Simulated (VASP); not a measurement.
Here is a VASP 6.6.1 calculation.

Contents of POSCAR:

```
Sn
1.0
   -1.9196550853      1.8629165113      1.8912857983
    1.9196550853     -1.8629165113      1.8912857983
    1.9196550853      1.8629165113     -1.8912857983
Sn
1
Direct
    0.0000000000      0.0000000000      0.0000000000
```

Contents of INCAR.step1:

```
SYSTEM = Sn
PREC = Accurate ; ENCUT = 520
ISMEAR = 0 ; SIGMA = 0.15
LREAL = .False. ; LASPH = .True.
NELM = 60 ; NBANDS = 13
GGA = PE ; ALGO = Normal
EDIFF = 1E-4 ; LWAVE = .True.
LCHARG = .False.
```

Contents of INCAR.step2:

```
SYSTEM = Sn
PREC = Accurate ; ENCUT = 520
EDIFF = 1E-6 ; ISMEAR = 0
SIGMA = 0.15 ; LREAL = .False.
LASPH = .True. ; NELM = 60
ALGO = Normal ; ISIF = 2
LWAVE = .False. ; LCHARG = .False.
METAGGA = R2SCAN ; LMIXTAU = .True.
NBANDS = 13 ; ISTART = 1
```

Contents of KPOINTS:

```
Automatic mesh
0
Gamma
  22 22 22
  0 0 0
```

Potentials or basis: VASP PAW PBE potentials, release 64 (Sn_d).

Command:

```sh
$ cat potpaw_PBE.64/Sn_d/POTCAR > POTCAR
$ cp INCAR.step1 INCAR
$ mpirun -np 1 vasp_std > vasp.out
$ cp INCAR.step2 INCAR
$ mpirun -np 1 vasp_std > vasp.out
```

(1) What does it give for the band gap on the k mesh?

(2) Estimate the pressure.

## Answers

(1) zero (bands 7 and 8 overlap by 10.95 eV).

(2) -0.3 GPa.

Caveat: the cell differs from its parent crystal (strain +0.0150 x Voigt [1, -1, 0, 0, 0, 0]); the PAW data sets were made with another functional, which shifts forces and pressure a little; spin-orbit coupling is left out, which moves the levels of the heavy elements.
